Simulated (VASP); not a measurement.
Wanted: the native input for a VASP 6.6.1 run.

```yaml
Task: single point
Functional: r2SCAN
Potentials_or_basis: VASP PAW PBE potentials, release 64 (Zn, Se)
Cutoff: 520 eV
k_mesh: 10 × 10 × 10
Occupations: fermi-dirac, width 0.02 eV
Spin: no spin polarisation
Dipole_correction: no
Further_INCAR_settings: ALGO = Normal; EDIFF = 1e-07; NBANDS = 16
```

ZnSe (zincblende type):

```
Zn Se
1.0
     0.00000    2.83212    2.83212
     2.83212    0.00000    2.83212
     2.83212    2.83212    0.00000
Zn Se
1 1
Direct
  0.00000 0.00000 0.00000
  0.25000 0.25000 0.25000
```

The input as run:

POSCAR

```
ZnSe
1.0
    0.0000000000      2.8321194787      2.8321194787
    2.8321194787      0.0000000000      2.8321194787
    2.8321194787      2.8321194787      0.0000000000
Zn Se
1 1
Direct
    0.0000000000      0.0000000000      0.0000000000
    0.2500000000      0.2500000000      0.2500000000
```

INCAR.step1

```
SYSTEM = ZnSe
PREC = Accurate ; ENCUT = 520
ISMEAR = -1 ; SIGMA = 0.02
LREAL = .FALSE. ; LASPH = .TRUE.
NELM = 60 ; NBANDS = 16
GGA = PE ; ALGO = Normal
EDIFF = 1E-4 ; LWAVE = .TRUE.
LCHARG = .FALSE.
```

INCAR.step2

```
SYSTEM = ZnSe
PREC = Accurate ; ENCUT = 520
EDIFF = 1E-7 ; ISMEAR = -1
SIGMA = 0.02 ; LREAL = .FALSE.
LASPH = .TRUE. ; NELM = 60
ALGO = Normal ; ISIF = 2
LWAVE = .FALSE. ; LCHARG = .FALSE.
METAGGA = R2SCAN ; LMIXTAU = .TRUE.
NBANDS = 16 ; ISTART = 1
```

KPOINTS

```
Automatic mesh
0
G
  10 10 10
  0 0 0
```

Potentials or basis: VASP PAW PBE potentials, release 64 (Zn, Se).

Command:

```bash
$ cat potpaw_PBE.64/Zn/POTCAR potpaw_PBE.64/Se/POTCAR > POTCAR
$ cp INCAR.step1 INCAR
$ mpirun -np 1 vasp_std > vasp.out
$ cp INCAR.step2 INCAR
$ mpirun -np 1 vasp_std > vasp.out
```

Results of the run:

| Quantity | Value |
| --- | --- |
| Pressure | 0.1 GPa |
| Band gap on the k mesh | 1.87 eV, direct |

Caveat: the PAW data sets were made with another functional, which shifts forces and pressure a little.

It took 3.8 min on 1 thread of Intel(R) Xeon(R) Platinum 8175M CPU @ 2.50GHz (Skylake/Cascade Lake) (shared host), peak memory 0.19 GiB.
